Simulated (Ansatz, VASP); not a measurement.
**Two plane-wave programs on PRu3**

```
P Ru
1.0
     5.49994    0.00000    0.00000
    -2.74997    4.76309    0.00000
     0.00000    0.00000    4.08815
P Ru
2 6
Direct
  0.33333 0.66667 0.25000
  0.66667 0.33333 0.75000
  0.82797 0.65594 0.25000
  0.17203 0.82797 0.75000
  0.34406 0.17203 0.25000
  0.17203 0.34406 0.75000
  0.82797 0.17203 0.25000
  0.65594 0.82797 0.75000
```

Alike in both runs: functional PBE; k mesh 12 × 12 × 10; occupations gaussian, width 0.1 eV; no spin polarisation.

Ansatz relaxed the structure, and its values are those at the end. VASP's run is a single point on that final structure, the one shown.

|  | VASP | Ansatz |
| --- | --- | --- |
| version | VASP 6.6.1 | Ansatz 0.2.0 |
| potentials or method | VASP PAW PBE potentials, release 64 (P, Ru_pv), cutoff 520 eV | scalar-relativistic, plane waves, PAW |
| valence electrons in the cell | 94 | 106 |

Ansatz gave:

* gap on the k mesh at the Fermi level (eV): none
* pressure (GPa): 0.0
* rms of the force components (eV/Å): 0.002

Estimate VASP's values.

gap on the k mesh at the Fermi level (eV): none; pressure (GPa): 0.0; rms of the force components (eV/Å): 0.004.

A gap of «none» marks a metal or a gap that the smearing closes. With one functional, cell and mesh, what is left measures potentials, basis and numerics. VASP's potentials hold 94 valence electrons a cell and Ansatz's 106, so a difference there can come from the potentials and not from the codes.
